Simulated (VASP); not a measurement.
Ga2O3, 10 atoms in the cell. It takes space group C2/m (No. 12, monoclinic). The conventional cell has a = 12.214 Å, b = 3.037 Å, c = 5.798 Å, α = 90.00°, β = 103.83°, γ = 90.00°. Ga (site symmetry m) has 4 O at 1.84 to 1.87 Å within 2.4 Å. Ga (site symmetry m) has 6 O at 1.93 to 2.07 Å within 2.6 Å. Within 2.4 Å of O (site symmetry m) lie 3 Ga at 1.84 to 1.95 Å. O (site symmetry m) has 4 Ga at 1.87 to 2.07 Å within 2.5 Å. O (site symmetry m) has 3 Ga at 1.84 to 1.93 Å within 2.4 Å. 

* Program: VASP 6.6.1
* Task: single point
* Functional: PBE
* Potentials or basis: VASP PAW PBE potentials, release 64 (Ga_d, O)
* Cutoff: 520 eV
* k mesh: 6 × 6 × 4
* Occupations: gaussian, width 0.01 eV
* Spin: no spin polarisation
* Dipole correction: no
* Further INCAR settings: ALGO = Normal; EDIFF = 1e-06; NBANDS = 55

Potentials or basis: VASP PAW PBE potentials, release 64 (Ga_d, O).

Command:

```console
$ cat potpaw_PBE.64/Ga_d/POTCAR potpaw_PBE.64/O/POTCAR > POTCAR
$ mpirun -np 1 vasp_std > vasp.out
```

Hardware: 1 thread of Oxide Virtual Turin-like Processor, on a shared host.

Q: How long does it take, and how much memory?

A: It took 8.1 min on 1 thread of Oxide Virtual Turin-like Processor, on a shared host, peak memory 0.4 GiB. Counts: scf iterations 15, k points 47.
